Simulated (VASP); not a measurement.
Write the native input for VASP 6.6.1 that does the following.

- Task: single point
- Functional: PBE
- Potentials or basis: VASP PAW PBE potentials, release 64 (Ti_sv, O)
- Cutoff: 520 eV
- k mesh: 6 × 6 × 6
- Occupations: gaussian, width 0.05 eV
- Spin: no spin polarisation
- Hubbard terms: Ti d U = 4.0 eV
- Dipole correction: no
- Further INCAR settings: ALGO = Normal; EDIFF = 1e-06; NBANDS = 33

The structure of TiO2 lies in POSCAR:

```
TiO2
1.0
    2.6992577421     -2.6993327510     -0.0201419663
    2.6992577421      2.6993327510     -0.0201419663
   -2.6626393613      0.0000000000      4.9098560589
Ti O
2 4
Direct
    0.1250069486      0.8749930514      0.2500000000
    0.8749930514      0.1250069486      0.7500000000
    0.3179523568      0.0679756321      0.6359144355
    0.6820476432      0.9320243679      0.3640855645
    0.9320243679      0.6820476432      0.8640855645
    0.0679756321      0.3179523568      0.1359144355
```

These files were run (other wordings do the same):

INCAR

```
SYSTEM = TiO2
PREC = Accurate
ENCUT = 520
EDIFF = 1E-6
ISMEAR = 0
SIGMA = 0.05
LREAL = .FALSE.
LASPH = .TRUE.
NELM = 150
ALGO = Normal
ISIF = 2
LWAVE = .FALSE.
LCHARG = .FALSE.
LMAXMIX = 4
LDAU = .TRUE.
LDAUTYPE = 2
LDAUL = 2 -1
LDAUU = 4 0
LDAUJ = 0 0
LDAUPRINT = 1
GGA = PE
NBANDS = 33
```

KPOINTS

```
Automatic mesh
0
G
  6 6 6
  0 0 0
```

Potentials or basis: VASP PAW PBE potentials, release 64 (Ti_sv, O).

Command:

```sh
$ cat potpaw_PBE.64/Ti_sv/POTCAR potpaw_PBE.64/O/POTCAR > POTCAR
$ mpirun -np 1 vasp_std > vasp.out
```

It gave:

```yaml
Pressure: 13.3 GPa
Largest_force: 2.652 eV/Å
Band_gap_on_the_k_mesh: 2.79 eV, indirect (least direct gap 3.02 eV)
```

Caveat: forces of over 1 eV/Å act on the atoms, so gaps and moduli don't describe the material at rest.

It took 65 s on 1 thread of Intel(R) Xeon(R) 6975P-C (Granite Rapids), on a shared host, peak memory 0.25 GiB.
